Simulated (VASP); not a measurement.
Set up this calculation in VASP 6.6.1, as the native input.

- Task: single point
- Functional: PBE
- Potentials or basis: VASP PAW PBE potentials, release 64 (Ru_pv, N)
- Cutoff: 520 eV
- k mesh: 6 × 6 × 1
- Occupations: gaussian, width 0.1 eV
- Spin: no spin polarisation
- Dipole correction: yes
- Further INCAR settings: LREAL = Auto; ALGO = Normal; EDIFF = 1e-06; NBANDS = 128

The structure of Ru16N lies in POSCAR:

```
Ru16N
1.0
    5.4400501761      0.0000000000      0.0000000000
   -2.7200250880      4.7112216504      0.0000000000
    0.0000000000      0.0000000000     21.8659169401
Ru N
16 1
Direct
    0.3333333333      0.1666666666      0.1829331014
    0.3333333333      0.6666666666      0.1829331014
    0.8333333333      0.1666666666      0.1829331014
    0.8333333333      0.6666666667      0.1829331014
    0.1666666667      0.3333333333      0.2811857727
    0.1666666667      0.8333333333      0.2811857727
    0.6666666667      0.3333333333      0.2811857727
    0.6666666667      0.8333333333      0.2811857727
    0.3333333333      0.1666666666      0.3790822100
    0.3333333333      0.6666666666      0.3790822100
    0.8333333333      0.1666666666      0.3790822100
    0.8333333333      0.6666666667      0.3790822100
    0.1666666667      0.3333333333      0.4740673336
    0.1666666667      0.8333333333      0.4740673336
    0.6666666667      0.3333333333      0.4740673336
    0.6666666667      0.8333333333      0.4740673336
    0.1666666667      0.5833333333      0.5316400021
```

The input as run:

INCAR

```
SYSTEM = Ru16N
PREC     = Accurate       ! precision mode
ENCUT    = 520            ! plane-wave cutoff, eV
EDIFF    = 1E-6           ! SCF threshold, eV
ISMEAR   = 0              ! smearing method
SIGMA    = 0.1            ! smearing width, eV
LREAL    = Auto         
LASPH    = .TRUE.         ! aspherical terms in the spheres
NELM     = 100            ! most SCF steps
ALGO     = Normal         ! electronic algorithm
ISIF     = 2              ! what is computed and relaxed
LWAVE    = .FALSE.        ! write WAVECAR
LCHARG   = .FALSE.        ! write CHGCAR
LDIPOL   = .TRUE.       
IDIPOL   = 3            
DIPOL    = 0.5 0.5 0.341
GGA      = PE             ! functional
NBANDS   = 128            ! bands
```

KPOINTS

```
regular mesh
0
G
  6 6 1
  0 0 0
```

Potentials or basis: VASP PAW PBE potentials, release 64 (Ru_pv, N).

Run with:

```console
$ cat potpaw_PBE.64/Ru_pv/POTCAR potpaw_PBE.64/N/POTCAR > POTCAR
$ mpirun -np 1 vasp_std > vasp.out
```

It gave:

```json
{
 "Largest force": "1.550 eV/Å"
}
```

It took 30 min on 1 thread of Intel(R) Xeon(R) 6975P-C (Granite Rapids), with other jobs on the host, peak memory 0.93 GiB.
